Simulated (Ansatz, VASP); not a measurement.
**One calculation of Ta2N, two programs**

```
CELL_PARAMETERS angstrom
3.11286 0.00000 0.00000
-1.55643 2.69582 0.00000
0.00000 0.00000 4.86984
ATOMIC_POSITIONS crystal
Ta 0.66667 0.33333 0.74529
Ta 0.33333 0.66667 0.25471
N 0.00000 0.00000 0.00000
```

Alike in both runs: task single point; functional r2SCAN; k mesh 6 × 6 × 4; occupations gaussian, width 0.1 eV; no spin polarisation.

|  | VASP | Ansatz |
| --- | --- | --- |
| version | VASP 6.6.1 | Ansatz 0.2.0 |
| potentials or method | VASP PAW PBE potentials, release 64 (Ta_sv_GW, N), cutoff 660 eV | scalar-relativistic, plane waves, PAW |
| valence electrons in the cell | 31 | 31 |

VASP gave:

```
gap on the k mesh at the Fermi level (eV)                     : none
pressure (GPa)                                                : -5.4
traceless stress, the component that is largest in VASP (GPa) : 1.48
rms of the force components (eV/Å)                            : 0.069
```

Problem. Which values does Ansatz return?

Solution. gap on the k mesh at the Fermi level (eV): none; pressure (GPa): -5.1; traceless stress, the component that is largest in VASP (GPa): 1.61; rms of the force components (eV/Å): 0.086.

VASP's potentials were made for PBE, not for r2SCAN. Atom by atom the forces differ by 0.017 eV/Å (rms over components). A gap of «none» marks a metal or a gap that the smearing closes.

The k mesh is coarse, so the values compare programs but aren't converged. Spin-orbit coupling is off throughout.
